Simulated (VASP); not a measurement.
# SrO (P4/nmm) in VASP: a series of runs

SrO is run at these levels: PBE; tasks: single point.

Program: VASP 6.6.1. These are calculated values, not measurements. Logs are shortened: lines on timing, memory, paths and dates and some standing lists are left out, and cuts for length are marked.

### 1 The cell of the first run

The structure is tetragonal, space group P4/nmm (No. 129). The conventional cell has a = 4.516 Å, b = 4.516 Å, c = 3.691 Å, α = 90.00°, β = 90.00°, γ = 90.00°. Within 3.2 Å of Sr (site symmetry 4mm) lie 4 O at 2.45 Å. O (site symmetry -4m2) has 4 Sr at 2.45 Å and 4 O at 3.19 Å within 3.2 Å.

### 2 Single point, PBE (18.82 Å³/atom)

File INCAR:

```
PREC     = Accurate       # precision mode
ENCUT    = 520            # plane-wave cutoff, eV
EDIFF    = 1E-6           # SCF threshold, eV
ISMEAR   = 0              # smearing method
SIGMA    = 0.05           # smearing width, eV
LREAL    = False          # projectors in reciprocal space
LASPH    = True           # aspherical terms in the spheres
NELM     = 80             # most SCF steps
ALGO     = Normal         # electronic algorithm
ISIF     = 2              # what is computed and relaxed
LWAVE    = False          # write WAVECAR
LCHARG   = False          # write CHGCAR
GGA      = PE             # functional
NBANDS   = 24             # bands
```

File KPOINTS:

```
regular mesh
0
Gamma
  8 8 10
```

File POSCAR:

```
SrO
1.0
    4.5164090880      0.0000000000      0.0000000000
    0.0000000000      4.5164090880      0.0000000000
    0.0000000000      0.0000000000      3.6909060213
Sr O
2 2
Direct
    0.5000000000      0.0000000000      0.2557152047
    0.0000000000      0.5000000000      0.7442847953
    0.0000000000      0.0000000000      0.0000000000
    0.5000000000      0.5000000000      0.0000000000
```

Potentials or basis: VASP PAW PBE potentials, release 64 (Sr_sv, O).

Command:

```console
> cat potpaw_PBE.64/Sr_sv/POTCAR potpaw_PBE.64/O/POTCAR > POTCAR
> mpirun -np 1 vasp_std > vasp.out
```

OUTCAR:

```text
PREC = Accurate
   ENCUT = 520
   EDIFF = 1E-6
   ISMEAR = 0
   LREAL = False
   LASPH = True
   NELM = 80
   ISIF = 2
   GGA = PE

 ion  position               nearest neighbor table
   1  0.500  0.000  0.256-   3 2.45   4 2.45   4 2.45   3 2.45   2 3.67   2 3.67   2 3.67   2 3.67
                             2 3.71   2 3.71   2 3.71   2 3.71
   2  0.000  0.500  0.744-   3 2.45   4 2.45   3 2.45   4 2.45   1 3.67   1 3.67   1 3.67   1 3.67
                             1 3.71   1 3.71   1 3.71   1 3.71
   3  0.000  0.000  0.000-   1 2.45   2 2.45   2 2.45   1 2.45
   4  0.500  0.500  0.000-   1 2.45   2 2.45   1 2.45   2 2.45

  LATTYP: Found a simple tetragonal cell.
 ALAT       =     4.5164090880
 C/A-ratio  =     0.8172213698

  Lattice vectors:

 A1 = (   4.5164090880,   0.0000000000,   0.0000000000)
 A2 = (   0.0000000000,   4.5164090880,   0.0000000000)
 A3 = (   0.0000000000,   0.0000000000,   3.6909060213)

Analysis of symmetry for initial positions (statically):
=====================================================================
 Subroutine PRICEL returns:
 Original cell was already a primitive cell.

 Routine SETGRP: Setting up the symmetry group for a
 simple tetragonal supercell.

 Subroutine GETGRP returns: Found 16 space group operations
 (whereof  8 operations were pure point group operations)
 out of a pool of 16 trial point group operations.

The static configuration has the point symmetry D_2d.
 The point group associated with its full space group is D_4h.

Analysis of symmetry for dynamics (positions and initial velocities):
=====================================================================
 Subroutine PRICEL returns:
 Original cell was already a primitive cell.

 Routine SETGRP: Setting up the symmetry group for a
 simple tetragonal supercell.

 Subroutine GETGRP returns: Found 16 space group operations
 (whereof  8 operations were pure point group operations)
 out of a pool of 16 trial point group operations.

The dynamic configuration has the point symmetry D_2d.
 The point group associated with its full space group is D_4h.

 Subroutine INISYM returns: Found 16 space group operations
 (whereof  8 operations are pure point group operations),
 and found     1 'primitive' translations

----------------------------------------------------------------------------------------

                                     Primitive cell

  volume of cell :      75.2869

  direct lattice vectors                    reciprocal lattice vectors
     4.516409088  0.000000000  0.000000000     0.221414841  0.000000000  0.000000000
     0.000000000  4.516409088  0.000000000     0.000000000  0.221414841  0.000000000
     0.000000000  0.000000000  3.690906021     0.000000000  0.000000000  0.270936186

  length of vectors
     4.516409088  4.516409088  3.690906021     0.221414841  0.221414841  0.270936186

  position of ions in fractional coordinates (direct lattice)
     0.500000000  0.000000000  0.255715205
     0.000000000  0.500000000  0.744284795
     0.000000000  0.000000000  0.000000000
     0.500000000  0.500000000  0.000000000

  ion indices of the primitive-cell ions
   primitive index   ion index
                 1           1
                 2           2
                 3           3
                 4           4

----------------------------------------------------------------------------------------

 KPOINTS: regular mesh

Automatic generation of k-mesh.
 Grid dimensions read from file:
 generate k-points for:    8    8   10

 Generating k-lattice:

  Cartesian coordinates                     Fractional coordinates (reciprocal lattice)
     0.027676855  0.000000000  0.000000000     0.125000000  0.000000000  0.000000000
     0.000000000  0.027676855  0.000000000     0.000000000  0.125000000  0.000000000
     0.000000000  0.000000000  0.027093619     0.000000000  0.000000000  0.100000000

  Length of vectors
     0.027676855  0.027676855  0.027093619

  Shift w.r.t. Gamma in fractional coordinates (k-lattice)
     0.000000000  0.000000000  0.000000000

 Subroutine IBZKPT returns following result:
 ===========================================

 Found     90 irreducible k-points:

 Following reciprocal coordinates:
            Coordinates               Weight
  0.000000  0.000000  0.000000      1.000000
  0.125000  0.000000  0.000000      4.000000
  0.250000  0.000000  0.000000      4.000000
  0.375000  0.000000  0.000000      4.000000
  0.500000  0.000000  0.000000      2.000000
  0.125000  0.125000  0.000000      4.000000
[... 16 lines left out ...]
  0.375000  0.125000  0.100000     16.000000
  0.500000  0.125000  0.100000      8.000000
 [... further k-points ...]
   k-points           NKPTS =     90   k-points in BZ     NKDIM =     90   number of bands    NBANDS=     24
   number of dos      NEDOS =    301   number of ions     NIONS =      4
   total plane-waves  NPLWV =  36288
   dimension x,y,z NGX =    36 NGY =   36 NGZ =   28
   dimension x,y,z NGXF=    72 NGYF=   72 NGZF=   56
   ions per type =               2   2
   NGX,Y,Z   is equivalent  to a cutoff of  13.25, 13.25, 12.61 a.u.
   NGXF,Y,Z  is equivalent  to a cutoff of  26.50, 26.50, 25.22 a.u.
 SYSTEM =  unknown system
   PREC   = accura    normal or accurate (medium, high low for compatibility)
   ISTART =      0    job   : 0-new  1-cont  2-samecut
   ICHARG =      2    charge: 1-file 2-atom 10-const
   ISPIN  =      1    spin polarized calculation?
   LNONCOLLINEAR =      F non collinear calculations
   LSORBIT =      F    spin-orbit coupling
   LASPH  =      T    aspherical Exc in radial PAW
   ENCUT  =  520.0 eV  38.22 Ry    6.18 a.u.   8.40  8.40  6.86*2*pi/ulx,y,z
   NELM   =     80;   NELMIN=  2; NELMDL= -5     # of ELM steps
   EDIFF  = 0.1E-05   stopping-criterion for ELM
   LREAL  =      F    real-space projection
   EDIFFG = 0.1E-04   stopping-criterion for IOM
   NSW    =      0    number of steps for IOM
   IBRION =     -1    ionic relax: 0-MD 1-quasi-New 2-CG
   NFREE  =      0    steps in history (QN), initial steepest desc. (CG)
   ISIF   =      2    stress and relaxation
   ISYM   =      2    0-nonsym 1-usesym 2-fastsym
   POTIM  = 0.5000    time-step for ionic-motion
   TEBEG  =    0.0;   TEEND  =   0.0 temperature during run
   PSTRESS=    0.0 pullay stress
   NELECT =      32.0000    total number of electrons
   NUPDOWN=      -1.0000    fix difference up-down
   EMIN   =  10.00;   EMAX   =-10.00  energy-range for DOS
   EFERMI =   0.00;   METHOD = LEGACY
   ISMEAR =     0;   SIGMA  =   0.05  broadening in eV -4-tet -1-fermi 0-gaus
   EFERMI_NEDOS =   21; number of points for ismear=-14 and -15
   IALGO  =     38    algorithm
   IMIX   =      4    mixing-type and parameters
     AMIX     =   0.40;   BMIX     =  1.00
     AMIX_MAG =   1.60;   BMIX_MAG =  1.00
  volume/ion in A,a.u.               =      18.82       127.02
  Fermi-wavevector in a.u.,A,eV,Ry     =   1.230887  2.326040 20.613965  1.515084
  Thomas-Fermi vector in A             =   2.365718
   LORBIT       =      0    0 simple, 1 ext, 2 COOP (PROOUT), +10 PAW based schemes
   GGA     = PE    functional components
   LHFCALC =     F    Hartree Fock is set to
   AEXX    =    0.0000 exact exchange contribution
   IVDW    =     0    specifies the selected vdW correction
   LEPSILON=     F    determine dielectric tensor
   LRPA    =     F    only Hartree local field effects (RPA)
 non-spin polarized calculation
 Gauss-broadening in eV      SIGMA  =   0.05
  energy-cutoff  :      520.00
  volume of cell :       75.29
 maximum number of plane-waves:      2054
 NGX is ok and might be reduce to    36
   NGX = 17   NGY = 17   NGZ = 13

 number of electron      31.9999995 magnetization

 Free energy of the ion-electron system (eV)
  ---------------------------------------------------
  ext. energy  EPLUGINS =         0.00000000
  ---------------------------------------------------
  free energy    TOTEN  =       -22.99329396 eV

  energy without entropy =      -22.99329396  energy(sigma->0) =      -22.99329396

 E-fermi :   1.7679     XC(G=0):  -9.4995

 val. band max:        1.5441531952   @ k =   0.2500   0.2500   0.0000
 cond. band min:       3.7846234298   @ k =   0.0000   0.0000   0.0000
 fundamental gap:      2.2404702346
 Fermi energy:         1.7678901784

 k-point     1 :       0.0000    0.0000    0.0000
  band No.  band energies     occupation
      1     -31.4661      2.00000
      2     -31.3157      2.00000
      3     -14.5569      2.00000
      4     -13.7626      2.00000
      5     -13.7626      2.00000
      6     -13.6250      2.00000
[... 16 lines left out ...]
     23       8.5020      0.00000
     24      11.3911      0.00000

 k-point     2 :       0.1250    0.0000    0.0000
  band No.  band energies     occupation
      1     -31.4596      2.00000
      2     -31.3207      2.00000
      3     -14.6112      2.00000
      4     -14.1907      2.00000
      5     -13.7406      2.00000
      6     -13.3197      2.00000
[... 16 lines left out ...]
     23       8.7886      0.00000
     24      11.2869      0.00000

 k-point     3 :       0.2500    0.0000    0.0000
  band No.  band energies     occupation
      1     -31.4415      2.00000
      2     -31.3350      2.00000
      3     -14.7455      2.00000
      4     -14.5755      2.00000
      5     -13.6777      2.00000
      6     -13.4514      2.00000
[... 16 lines left out ...]
     23       9.3829      0.00000
     24      10.9073      0.00000

 k-point     4 :       0.3750    0.0000    0.0000
  band No.  band energies     occupation
      1     -31.4152      2.00000
      2     -31.3576      2.00000
      3     -14.8764      2.00000
      4     -14.8222      2.00000
      5     -13.5833      2.00000
      6     -13.4811      2.00000
[... 16 lines left out ...]
     23      10.1907      0.00000
     24      10.8920      0.00000

 k-point     5 :       0.5000    0.0000    0.0000
  band No.  band energies     occupation
      1     -31.3856      2.00000
      2     -31.3856      2.00000
      3     -14.9180      2.00000
      4     -14.9180      2.00000
      5     -13.4716      2.00000
      6     -13.4716      2.00000
[... 16 lines left out ...]
     23      10.9628      0.00000
     24      10.9659      0.00000

 k-point     6 :       0.1250    0.1250    0.0000
  band No.  band energies     occupation
      1     -31.4536      2.00000
      2     -31.3251      2.00000
      3     -14.6744      2.00000
      4     -14.4019      2.00000
      5     -13.6747      2.00000
      6     -13.4188      2.00000
[... 16 lines left out ...]
     23       8.9576      0.00000
     24      11.0458      0.00000
[... 379 lines left out ...]
 k-point    21 :       0.1250    0.1250    0.1000
  band No.  band energies     occupation
      1     -31.4473      2.00000
      2     -31.3250      2.00000
      3     -14.7078      2.00000
      4     -14.3813      2.00000
      5     -13.6595      2.00000
      6     -13.4640      2.00000
[... 16 lines left out ...]
     23       8.8828      0.00000
     24      10.8731      0.00000

 k-point    22 :       0.2500    0.1250    0.1000
  band No.  band energies     occupation
      1     -31.4311      2.00000
      2     -31.3374      2.00000
      3     -14.8468      2.00000
      4     -14.6929      2.00000
      5     -13.6087      2.00000
      6     -13.5025      2.00000
[... 16 lines left out ...]
     23       9.3843      0.00000
     24      10.7059      0.00000

 k-point    23 :       0.3750    0.1250    0.1000
  band No.  band energies     occupation
      1     -31.4077      2.00000
      2     -31.3569      2.00000
      3     -14.9755      2.00000
      4     -14.9170      2.00000
      5     -13.5706      2.00000
      6     -13.4667      2.00000
[... 16 lines left out ...]
     23      10.0624      0.00000
     24      10.7137      0.00000

 k-point    24 :       0.5000    0.1250    0.1000
  band No.  band energies     occupation
      1     -31.3815      2.00000
      2     -31.3815      2.00000
      3     -15.0114      2.00000
      4     -15.0114      2.00000
      5     -13.5113      2.00000
      6     -13.5113      2.00000
[... 16 lines left out ...]
     23      10.5937      0.00000
     24      10.5937      0.00000

 [... further k-points ...]

------------------------ aborting loop because EDIFF is reached ----------------------------------------

  FORCE on cell =-STRESS in cart. coord.  units (eV):
  Direction    XX          YY          ZZ          XY          YZ          ZX
  --------------------------------------------------------------------------------------
  -------------------------------------------------------------------------------------
  Total       -0.0122204     -0.0122204     -0.1582190      0.0000000      0.0000000      0.0000000
  in kB       -0.2600612     -0.2600612     -3.3670511      0.0000000      0.0000000      0.0000000
  external PRESSURE =      -1.2957245 kB  Pullay stress =       0.0000000 kB

 VOLUME and BASIS-vectors are now :
 -----------------------------------------------------------------------------
  energy-cutoff  :      520.00
  volume of cell :       75.29
      direct lattice vectors                 reciprocal lattice vectors
     4.516409088  0.000000000  0.000000000     0.221414841  0.000000000  0.000000000
     0.000000000  4.516409088  0.000000000     0.000000000  0.221414841  0.000000000
     0.000000000  0.000000000  3.690906021     0.000000000  0.000000000  0.270936186

 POSITION                                       TOTAL-FORCE (eV/Angst)
 -----------------------------------------------------------------------------------
      2.25820      0.00000      0.94382        -0.000000      0.000000      0.069913
      0.00000      2.25820      2.74709         0.000000      0.000000     -0.069913
      0.00000      0.00000      0.00000         0.000000     -0.000000      0.000000
      2.25820      2.25820      0.00000         0.000000      0.000000      0.000000
 -----------------------------------------------------------------------------------
    total drift:                                0.000000      0.000000      0.000000

  FREE ENERGIE OF THE ION-ELECTRON SYSTEM (eV)
  ---------------------------------------------------
  free  energy   TOTEN  =       -22.9932939650 eV

  energy  without entropy=      -22.9932939650  energy(sigma->0) =      -22.99329396
```

Run time: 2.3 min. Hardware: 1 thread of Intel Xeon 6975P-C (Granite Rapids), shared host; peak memory 0.27 GiB.

Results:

```yaml
Free_energy: -22.9933 eV
Pressure: -0.1 GPa
Largest_force: 0.070 eV/Å
Band_gap_on_the_k_mesh: 2.24 eV (least direct gap 2.32 eV)
```

Forces in eV/Å, atoms in the order of the input:
```
Sr   0.000  0.000  0.070
Sr   0.000  0.000 -0.070
O    0.000  0.000  0.000
O    0.000  0.000  0.000
```

Stress tensor (GPa, compression positive):
```
-0.03  0.00  0.00
 0.00 -0.03  0.00
 0.00  0.00 -0.34
```

A k mesh can miss the band edges.

### 3 Single point, PBE (19.36 Å³/atom)

This run uses another cell than the first one, of 19.36 Å³/atom.

File INCAR:

```
  PREC = Accurate
  ENCUT = 520
  EDIFF = 1E-6
  ISMEAR = 0
  SIGMA = 0.05
  LREAL = False
  LASPH = True
  NELM = 100
  ALGO = Normal
  ISIF = 2
  LWAVE = False
  LCHARG = True
  GGA = PE
  LELF = True
  LVHAR = True
  NBANDS = 24
```

File KPOINTS:

```
Automatic mesh
0
Gamma
  8 8 10
```

File POSCAR:

```
SrO
1.0
    4.5359300513      0.0000000000      0.0000000000
    0.0000000000      4.5359300513      0.0000000000
    0.0000000000      0.0000000000      3.7647598092
Sr O
2 2
Direct
    0.5000000000      0.0000000000      0.2452438131
    0.0000000000      0.5000000000      0.7547561869
    0.0000000000      0.0000000000      0.0000000000
    0.5000000000      0.5000000000      0.0000000000
```

Potentials or basis: VASP PAW PBE potentials, release 64 (Sr_sv, O).

Command:

```console
> cat potpaw_PBE.64/Sr_sv/POTCAR potpaw_PBE.64/O/POTCAR > POTCAR
> mpirun -np 1 vasp_std > vasp.out
```

Run time: 2.5 min. Hardware: 1 thread of Intel Xeon 6975P-C (Granite Rapids), shared host; peak memory 0.28 GiB.

It converged, with:

* Free energy: -22.9832 eV
* Pressure: -0.5 GPa
* Largest force: 0.071 eV/Å
* Band gap on the k mesh: 2.06 eV (least direct gap 2.14 eV)

Forces in eV/Å, atoms in the order of the input:
```
Sr   0.000  0.000  0.071
Sr   0.000  0.000 -0.071
O    0.000  0.000  0.000
O    0.000  0.000  0.000
```

Stress tensor (GPa, compression positive):
```
-0.41  0.00  0.00
 0.00 -0.41  0.00
 0.00  0.00 -0.72
```

Levels at points of the mesh, in eV from the valence-band top:
```tsv
k point	band 14	band 15	band 16	band 17	band 18	band 19
(0.00, 0.00, 0.00)	-0.58	-0.08	-0.08	2.06	4.60	4.83
(0.50, 0.00, 0.00)	-0.72	-0.58	-0.58	3.44	3.44	5.78
(0.50, 0.50, 0.00)	-0.72	-0.24	-0.24	3.85	3.85	4.78
(0.00, 0.00, 0.50)	-1.28	-0.35	-0.35	5.94	5.94	6.21
(0.50, 0.00, 0.50)	-1.08	-0.98	-0.98	5.25	5.25	5.84
(0.50, 0.50, 0.50)	-1.03	-0.61	-0.61	5.09	5.09	5.10
```
